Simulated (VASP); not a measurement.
The system is MgS.

```
Mg S
1.0
     0.00000    2.83312    2.83312
     2.83312    0.00000    2.83312
     2.83312    2.83312    0.00000
Mg S
1 1
Direct
  0.00000 0.00000 0.00000
  0.75000 0.75000 0.75000
```

* Program: VASP 6.6.1
* Task: relaxation of cell and atoms
* Functional: LDA
* Potentials or basis: VASP PAW LDA potentials, release 64 (Mg, S)
* Cutoff: 600 eV
* k mesh: 6 × 6 × 6
* Occupations: gaussian, width 0.01 eV
* Spin: no spin polarisation

At the start: pressure -2.5 GPa; volume 22.74 Å³/atom.

Question: How do energy, volume and symmetry change on relaxing?

Answer: Over 3 steps the energy falls by 7.8 meV/atom and the volume is 21.77 Å³/atom (-4.3 %); space group F-43m (No. 216, to 0.05 Å).

Step by step:
```
step  energy change (eV)  largest force (eV/Å)  pressure (GPa)  volume (Å³)
   1              0.0000                0.0000           -2.50        45.48
   2             -0.0151                0.0000            0.54        43.18
   3             -0.0157                0.0000            0.00        43.54
```

Final structure:
```yaml
crystal:
  lattice:
    - [0.00000, 2.79231, 2.79231]
    - [2.79231, 0.00000, 2.79231]
    - [2.79231, 2.79231, 0.00000]
  atoms:
    - { symbol: Mg, position: [0.00000, 0.00000, 0.00000] }
    - { symbol: S, position: [0.75000, 0.75000, 0.75000] }
```
